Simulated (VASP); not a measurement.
# ZnCu2SnS4 (I-4) in VASP: single point with PBE

Aim: the single point of ZnCu2SnS4 with PBE.

Program: VASP 6.6.1. These are calculated values, not measurements. Logs are shortened: lines on timing, memory, paths and dates and some standing lists are left out, and cuts for length are marked.

## 1. The cell of the first run

Symmetry: I-4, No. 82, tetragonal system. The conventional cell has a = 5.494 Å, b = 5.494 Å, c = 10.969 Å, α = 90.00°, β = 90.00°, γ = 90.00°. Within 3.1 Å of Cu (site symmetry -4) lie 4 S at 2.36 Å. Cu (site symmetry -4) has 4 S at 2.36 Å within 3.1 Å. Within 3.1 Å of Zn (site symmetry -4) lie 4 S at 2.36 Å. Within 3.2 Å of Sn (site symmetry -4) lie 4 S at 2.44 Å. Within 3.1 Å of S (site symmetry 1) lie 1 Zn at 2.36 Å and 2 Cu at 2.36 Å and 1 Sn at 2.44 Å.

## 2. Single point, PBE

INCAR

```
SYSTEM = ZnCu2SnS4
  ALGO = Normal
  EDIFF = 1E-6
  ENCUT = 520
  GGA = PE
  ISIF = 2
  ISMEAR = -1
  LASPH = .True.
  LCHARG = .False.
  LREAL = .False.
  LWAVE = .False.
  NBANDS = 46
  NELM = 80
  PREC = Accurate
  SIGMA = 0.0175
```

KPOINTS

```
k-points
0
Gamma
  5 5 5
  0 0 0
```

POSCAR

```
ZnCu2SnS4
1.0
    0.0000000000      5.4941640000      0.0000000000
    5.4941640000      0.0000000000      0.0000000000
    2.7470820000      2.7470820000     -5.4846600000
Cu Zn Sn S
2 1 1 4
Direct
    0.0000000000      0.0000000000      0.0000000000
    0.7500000000      0.2500000000      0.5000000000
    0.2500000000      0.7500000000      0.5000000000
    0.5000000000      0.5000000000      0.0000000000
    0.3716100000      0.8844100000      0.7435800000
    0.1155900000      0.1151900000      0.2564200000
    0.8848100000      0.3720100000      0.7435800000
    0.6279900000      0.6283900000      0.2564200000
```

Potentials or basis: VASP PAW PBE potentials, release 64 (Cu, Zn, Sn_d, S).

Started as:

```sh
> cat potpaw_PBE.64/Cu/POTCAR potpaw_PBE.64/Zn/POTCAR potpaw_PBE.64/Sn_d/POTCAR potpaw_PBE.64/S/POTCAR > POTCAR
> mpirun -np 1 vasp_std > vasp.out
```

OUTCAR:

```text
SYSTEM = ZnCu2SnS4
   EDIFF = 1E-6
   ENCUT = 520
   GGA = PE
   ISIF = 2
   ISMEAR = -1
   LASPH = .True.
   LREAL = .False.
   NELM = 80
   PREC = Accurate

 ion  position               nearest neighbor table
   1  0.000  0.000  0.000-   5 2.36   6 2.36   7 2.36   8 2.36
   2  0.750  0.250  0.500-   5 2.36   6 2.36   7 2.36   8 2.36
   3  0.250  0.750  0.500-   7 2.36   8 2.36   5 2.36   6 2.36
   4  0.500  0.500  0.000-   7 2.44   8 2.44   5 2.44   6 2.44
   5  0.372  0.884  0.744-   3 2.36   1 2.36   2 2.36   4 2.44
   6  0.116  0.115  0.256-   3 2.36   1 2.36   2 2.36   4 2.44
   7  0.885  0.372  0.744-   3 2.36   1 2.36   2 2.36   4 2.44
   8  0.628  0.628  0.256-   3 2.36   1 2.36   2 2.36   4 2.44

  LATTYP: Found a body centered tetragonal cell.
 ALAT       =     5.4941640000
 C/A-ratio  =     1.9965403290

  Lattice vectors:

 A1 = (  -2.7470820000,   2.7470820000,   5.4846600000)
 A2 = (   2.7470820000,  -2.7470820000,   5.4846600000)
 A3 = (   2.7470820000,   2.7470820000,  -5.4846600000)

Analysis of symmetry for initial positions (statically):
=====================================================================
 Subroutine PRICEL returns:
 Original cell was already a primitive cell.

 Routine SETGRP: Setting up the symmetry group for a
 body centered tetragonal supercell.

 Subroutine GETGRP returns: Found  4 space group operations
 (whereof  4 operations were pure point group operations)
 out of a pool of 16 trial point group operations.

The static configuration has the point symmetry S_4 .

Analysis of symmetry for dynamics (positions and initial velocities):
=====================================================================
 Subroutine PRICEL returns:
 Original cell was already a primitive cell.

 Routine SETGRP: Setting up the symmetry group for a
 body centered tetragonal supercell.

 Subroutine GETGRP returns: Found  4 space group operations
 (whereof  4 operations were pure point group operations)
 out of a pool of 16 trial point group operations.

The dynamic configuration has the point symmetry S_4 .

 Subroutine INISYM returns: Found  4 space group operations
 (whereof  4 operations are pure point group operations),
 and found     1 'primitive' translations

----------------------------------------------------------------------------------------

                                     Primitive cell

  volume of cell :     165.5591

  direct lattice vectors                    reciprocal lattice vectors
     0.000000000  5.494164000  0.000000000     0.000000000  0.182011312  0.091163354
     5.494164000  0.000000000  0.000000000     0.182011312  0.000000000  0.091163354
     2.747082000  2.747082000 -5.484660000     0.000000000  0.000000000 -0.182326708

  length of vectors
     5.494164000  5.494164000  6.721191438     0.203565407  0.203565407  0.182326708

  position of ions in fractional coordinates (direct lattice)
     0.000000000  0.000000000  0.000000000
     0.750000000  0.250000000  0.500000000
     0.250000000  0.750000000  0.500000000
     0.500000000  0.500000000  0.000000000
     0.371610000  0.884410000  0.743580000
     0.115590000  0.115190000  0.256420000
     0.884810000  0.372010000  0.743580000
     0.627990000  0.628390000  0.256420000

  ion indices of the primitive-cell ions
   primitive index   ion index
                 1           1
                 2           2
                 3           3
                 4           4
                 5           5
                 6           6
                 7           7
                 8           8

----------------------------------------------------------------------------------------

 KPOINTS: k-points

Automatic generation of k-mesh.
 Grid dimensions read from file:
 generate k-points for:    5    5    5

 Generating k-lattice:

  Cartesian coordinates                     Fractional coordinates (reciprocal lattice)
     0.000000000  0.036402262  0.018232671     0.200000000  0.000000000  0.000000000
     0.036402262  0.000000000  0.018232671     0.000000000  0.200000000  0.000000000
     0.000000000  0.000000000 -0.036465342     0.000000000  0.000000000  0.200000000

  Length of vectors
     0.040713081  0.040713081  0.036465342

  Shift w.r.t. Gamma in fractional coordinates (k-lattice)
     0.000000000  0.000000000  0.000000000

 Subroutine IBZKPT returns following result:
 ===========================================

 Found     21 irreducible k-points:

 Following reciprocal coordinates:
            Coordinates               Weight
  0.000000  0.000000  0.000000      1.000000
  0.200000  0.000000  0.000000      8.000000
  0.400000  0.000000  0.000000      8.000000
  0.200000  0.200000  0.000000      8.000000
  0.400000  0.200000  0.000000      8.000000
 -0.200000 -0.400000 -0.000000      8.000000
[... 13 lines left out ...]
  0.000000  0.000000  0.400000      2.000000
 -0.200000  0.000000  0.400000      4.000000
   k-points           NKPTS =     21   k-points in BZ     NKDIM =     21   number of bands    NBANDS=     46
   number of dos      NEDOS =    301   number of ions     NIONS =      8
   total plane-waves  NPLWV =  88200
   dimension x,y,z NGX =    42 NGY =   42 NGZ =   50
   dimension x,y,z NGXF=    84 NGYF=   84 NGZF=  100
   ions per type =               2   1   1   4
   NGX,Y,Z   is equivalent  to a cutoff of  12.71, 12.71, 12.37 a.u.
   NGXF,Y,Z  is equivalent  to a cutoff of  25.42, 25.42, 24.73 a.u.
 SYSTEM =  ZnCu2SnS4
   PREC   = accura    normal or accurate (medium, high low for compatibility)
   ISTART =      0    job   : 0-new  1-cont  2-samecut
   ICHARG =      2    charge: 1-file 2-atom 10-const
   ISPIN  =      1    spin polarized calculation?
   LNONCOLLINEAR =      F non collinear calculations
   LSORBIT =      F    spin-orbit coupling
   LASPH  =      T    aspherical Exc in radial PAW
   ENCUT  =  520.0 eV  38.22 Ry    6.18 a.u.  10.22 10.22 12.50*2*pi/ulx,y,z
   NELM   =     80;   NELMIN=  2; NELMDL= -5     # of ELM steps
   EDIFF  = 0.1E-05   stopping-criterion for ELM
   LREAL  =      F    real-space projection
   EDIFFG = 0.1E-04   stopping-criterion for IOM
   NSW    =      0    number of steps for IOM
   IBRION =     -1    ionic relax: 0-MD 1-quasi-New 2-CG
   NFREE  =      0    steps in history (QN), initial steepest desc. (CG)
   ISIF   =      2    stress and relaxation
   ISYM   =      2    0-nonsym 1-usesym 2-fastsym
   POTIM  = 0.5000    time-step for ionic-motion
   TEBEG  =    0.0;   TEEND  =   0.0 temperature during run
   PSTRESS=    0.0 pullay stress
   NELECT =      72.0000    total number of electrons
   NUPDOWN=      -1.0000    fix difference up-down
   EMIN   =  10.00;   EMAX   =-10.00  energy-range for DOS
   EFERMI =   0.00;   METHOD = LEGACY
   ISMEAR =    -1;   SIGMA  =   0.02  broadening in eV -4-tet -1-fermi 0-gaus
   EFERMI_NEDOS =   21; number of points for ismear=-14 and -15
   IALGO  =     38    algorithm
   IMIX   =      4    mixing-type and parameters
     AMIX     =   0.40;   BMIX     =  1.00
     AMIX_MAG =   1.60;   BMIX_MAG =  1.00
  volume/ion in A,a.u.               =      20.69       139.66
  Fermi-wavevector in a.u.,A,eV,Ry     =   1.240323  2.343870 20.931207  1.538400
  Thomas-Fermi vector in A             =   2.374768
   LORBIT       =      0    0 simple, 1 ext, 2 COOP (PROOUT), +10 PAW based schemes
   GGA     = PE    functional components
   LHFCALC =     F    Hartree Fock is set to
   AEXX    =    0.0000 exact exchange contribution
   IVDW    =     0    specifies the selected vdW correction
   LEPSILON=     F    determine dielectric tensor
   LRPA    =     F    only Hartree local field effects (RPA)
 non-spin polarized calculation
  energy-cutoff  :      520.00
  volume of cell :      165.56
 maximum number of plane-waves:      4493
 NGX is ok and might be reduce to    42
   NGX = 21   NGY = 21   NGZ = 25

 number of electron      72.0000020 magnetization

 Free energy of the ion-electron system (eV)
  ---------------------------------------------------
  ext. energy  EPLUGINS =         0.00000000
  ---------------------------------------------------
  free energy    TOTEN  =       -32.54608598 eV

  energy without entropy =      -32.54607169  energy(sigma->0) =      -32.54607883

 E-fermi :   4.6205     XC(G=0):  -9.6273

 val. band max:        4.5228114915   @ k =   0.0000   0.0000   0.0000
 cond. band min:       4.7176850494   @ k =   0.0000   0.0000   0.0000
 fundamental gap:      0.1948735579
 Fermi energy:         4.6204545858

 k-point     1 :       0.0000    0.0000    0.0000
  band No.  band energies     occupation
      1     -17.7237      2.00000
      2     -17.7193      2.00000
      3     -17.7193      2.00000
      4     -17.6423      2.00000
      5     -17.6344      2.00000
      6      -9.8221      2.00000
[... 38 lines left out ...]
     45       9.7449      0.00000
     46       9.9713      0.00000

 k-point     2 :       0.2000    0.0000    0.0000
  band No.  band energies     occupation
      1     -17.7238      2.00000
      2     -17.7195      2.00000
      3     -17.7193      2.00000
      4     -17.6421      2.00000
      5     -17.6343      2.00000
      6      -9.6997      2.00000
[... 38 lines left out ...]
     45       9.9143      0.00000
     46      10.1048      0.00000

 k-point     3 :       0.4000    0.0000    0.0000
  band No.  band energies     occupation
      1     -17.7241      2.00000
      2     -17.7197      2.00000
      3     -17.7193      2.00000
      4     -17.6418      2.00000
      5     -17.6342      2.00000
      6      -9.3989      2.00000
[... 871 lines left out ...]
     45      10.7987      0.00000
     46      10.7987      0.00000

 k-point    21 :      -0.2000    0.0000    0.4000
  band No.  band energies     occupation
      1     -17.7239      2.00000
      2     -17.7193      2.00000
      3     -17.7191      2.00000
      4     -17.6421      2.00000
      5     -17.6343      2.00000
      6      -9.3179      2.00000
[... 38 lines left out ...]
     45      10.3514      0.00000
     46      10.9448      0.00000

------------------------ aborting loop because EDIFF is reached ----------------------------------------

  FORCE on cell =-STRESS in cart. coord.  units (eV):
  Direction    XX          YY          ZZ          XY          YZ          ZX
  --------------------------------------------------------------------------------------
  -------------------------------------------------------------------------------------
  Total       -0.2870616     -0.2870616     -0.4008519      0.0000002      0.0000000      0.0000000
  in kB       -2.7780035     -2.7780035     -3.8791947      0.0000018      0.0000000      0.0000000
  external PRESSURE =      -3.1450673 kB  Pullay stress =       0.0000000 kB

 VOLUME and BASIS-vectors are now :
 -----------------------------------------------------------------------------
  energy-cutoff  :      520.00
  volume of cell :      165.56
      direct lattice vectors                 reciprocal lattice vectors
     0.000000000  5.494164000  0.000000000     0.000000000  0.182011312  0.091163354
     5.494164000  0.000000000  0.000000000     0.182011312  0.000000000  0.091163354
     2.747082000  2.747082000 -5.484660000     0.000000000  0.000000000 -0.182326708

 POSITION                                       TOTAL-FORCE (eV/Angst)
 -----------------------------------------------------------------------------------
      0.00000      0.00000      0.00000         0.000000      0.000000      0.000000
      2.74708      5.49416     -2.74233         0.000000      0.000000      0.000000
      5.49416      2.74708     -2.74233         0.000000      0.000000      0.000000
      2.74708      2.74708      0.00000         0.000000      0.000000      0.000000
      6.90177      4.08436     -4.07828         0.434803     -0.086305      0.129659
      1.33728      1.33948     -1.40638        -0.086305     -0.434803     -0.129659
      4.08656      6.90397     -4.07828        -0.434803      0.086305      0.129659
      4.15688      4.15469     -1.40638         0.086305      0.434803     -0.129659
 -----------------------------------------------------------------------------------
    total drift:                                0.000023      0.000024     -0.000019

  FREE ENERGIE OF THE ION-ELECTRON SYSTEM (eV)
  ---------------------------------------------------
  free  energy   TOTEN  =       -32.5460859790 eV

  energy  without entropy=      -32.5460716867  energy(sigma->0) =      -32.54607883
```

Run time: 3.3 min. Hardware: 1 thread of Intel Xeon Platinum 8488C (Sapphire Rapids), shared host; peak memory 0.38 GiB.

What came out:

```yaml
Free_energy: -32.5461 eV
Pressure: -0.3 GPa
Largest_force: 0.462 eV/Å
Band_gap_on_the_k_mesh: 0.19 eV, direct
```

Forces on the atoms (eV/Å):
```
Cu   0.000  0.000  0.000
Cu   0.000  0.000  0.000
Zn   0.000  0.000  0.000
Sn   0.000  0.000  0.000
S    0.435 -0.086  0.130
S   -0.086 -0.435 -0.130
S   -0.435  0.086  0.130
S    0.086  0.435 -0.130
```

Stress tensor (GPa, compression positive):
```
-0.28  0.00  0.00
 0.00 -0.28  0.00
 0.00  0.00 -0.39
```

Levels at points of the mesh, in eV from the valence-band top:
| k point | band 34 | band 35 | band 36 | band 37 | band 38 | band 39 |
| --- | --- | --- | --- | --- | --- | --- |
| (0.00, 0.00, 0.00) | -0.08 | -0.08 | 0.00 | 0.19 | 2.08 | 2.85 |

Caveat: spin-orbit coupling is left out, which moves the levels of the heavy elements.
